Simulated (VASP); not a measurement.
Write the native input for VASP 6.6.1 that does the following.

* Task: single point
* Functional: PBE
* Potentials or basis: VASP PAW PBE potentials, release 64 (Pb_d, S)
* Cutoff: 520 eV
* k mesh: 8 × 8 × 8
* Occupations: gaussian, width 0.028 eV
* Spin: no spin polarisation
* Dipole correction: no
* Further INCAR settings: ALGO = Normal; EDIFF = 1e-06; NBANDS = 17

The structure of PbS (Galena) lies in POSCAR:

```
PbS
1.0
    0.0000000000      2.9657500000      2.9657500000
    2.9657500000      0.0000000000      2.9657500000
    2.9657500000      2.9657500000      0.0000000000
Pb S
1 1
Direct
    0.0000000000      0.0000000000      0.0000000000
    0.5000000000      0.5000000000      0.5000000000
```

One way to write it, as run:

INCAR

```
PREC     = Accurate       # precision mode
ENCUT    = 520            # plane-wave cutoff, eV
EDIFF    = 1E-6           # SCF threshold, eV
ISMEAR   = 0              # smearing method
SIGMA    = 0.028000000000000004 # smearing width, eV
LREAL    = False          # projectors in reciprocal space
LASPH    = True           # aspherical terms in the spheres
NELM     = 60             # most SCF steps
ALGO     = Normal         # electronic algorithm
ISIF     = 2              # what is computed and relaxed
LWAVE    = False          # write WAVECAR
LCHARG   = False          # write CHGCAR
GGA      = PE             # functional
NBANDS   = 17             # bands
```

KPOINTS

```
regular mesh
0
Gamma
  8 8 8
```

Potentials or basis: VASP PAW PBE potentials, release 64 (Pb_d, S).

The run is started by

```console
$ cat potpaw_PBE.64/Pb_d/POTCAR potpaw_PBE.64/S/POTCAR > POTCAR
$ mpirun -np 1 vasp_std > vasp.out
```

Results of the run:

| Item | Value |
| --- | --- |
| Pressure | 2.1 GPa |
| Band gap on the k mesh | 0.36 eV, direct |

Caveat: spin-orbit coupling is left out, which moves the levels of the heavy elements.

Run time: 28 s on 1 thread of Intel Xeon 8259CL (shared host), peak memory 0.18 GiB.
